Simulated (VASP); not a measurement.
Input of a VASP 6.6.1 run:

Contents of INCAR:

```
SYSTEM = V
ALGO     = Normal         ! electronic algorithm
EDIFF    = 1E-6           ! SCF threshold, eV
ENCUT    = 500            ! plane-wave cutoff, eV
GGA      = PS             ! functional
GGA_COMPAT= .FALSE.      
ISIF     = 2              ! what is computed and relaxed
ISMEAR   = -1             ! smearing method
ISPIN    = 2              ! spin polarisation
LASPH    = .TRUE.         ! aspherical terms in the spheres
LCHARG   = .TRUE.         ! write CHGCAR
LELF     = .TRUE.         ! ELF
LMAXMIX  = 4              ! l up to which the mixer works
LORBIT   = 11             ! projections on sites
LREAL    = .FALSE.        ! projectors in reciprocal space
LVHAR    = .TRUE.       
LWAVE    = .FALSE.        ! write WAVECAR
MAGMOM   = 1.5            ! initial moments
NBANDS   = 16             ! bands
NELM     = 200            ! most SCF steps
PREC     = Accurate       ! precision mode
SIGMA    = 0.03           ! smearing width, eV
```

File KPOINTS:

```
k-points
0
G
  19 19 19
  0 0 0
```

File POSCAR:

```
V
1.0
   -1.5130000000      1.5130000000      1.5432600000
    1.5130000000     -1.5130000000      1.5432600000
    1.5130000000      1.5130000000     -1.5432600000
V
1
Direct
    0.0000000000      0.0000000000      0.0000000000
```

Potentials or basis: VASP PAW PBE potentials, release 64 (V_sv).

Run with:

```bash
$ cat potpaw_PBE.64/V_sv/POTCAR > POTCAR
$ mpirun -np 1 vasp_std > vasp.out
```

(1) Estimate the pressure.

(2) Predict the net moment.

Results:

(1) -14.6 GPa.

(2) 0.00 μB per cell.

Caveat: the cell differs from its parent crystal (zz strain of +2 %); the cell stands under tension; the moments typed at the start vanished in this run; the PAW data sets were made with another functional, which shifts forces and pressure a little.
